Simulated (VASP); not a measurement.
# C: single point with LDA

C:

```
CELL_PARAMETERS angstrom
0.00000 1.76591 1.76591
1.76591 0.00000 1.76591
1.76591 1.76591 0.00000
ATOMIC_POSITIONS crystal
C 0.00000 0.00000 0.00000
C 0.25000 0.25000 0.25000
```

```json
{"Program": "VASP 6.6.1", "Task": "single point", "Functional": "LDA", "Potentials or basis": "VASP PAW LDA potentials, release 64 (C_h)", "Cutoff": "1300 eV", "k mesh": "10 × 10 × 10", "Occupations": "gaussian, width 0.01 eV", "Spin": "no spin polarisation"}
```

```
Pressure               : 0.9 GPa
Band gap on the k mesh : 4.21 eV (least direct gap 5.63 eV)
```

Levels at points of the mesh, in eV from the valence-band top:
```
           k point  band 2  band 3  band 4  band 5  band 6  band 7
(0.00, 0.00, 0.00)    0.00    0.00    0.00    5.63    5.63    5.63
(0.50, 0.00, 0.00)  -13.69   -2.87   -2.87    8.51    8.51    9.42
(0.50, 0.50, 0.00)  -12.82   -6.47   -6.47    4.77    4.77   17.07
```

It took 13 s on 1 thread of Intel(R) Xeon(R) Platinum 8375C CPU @ 2.90GHz (Ice Lake), with other jobs on the host, peak memory 0.14 GiB.

A k mesh can miss the band edges.
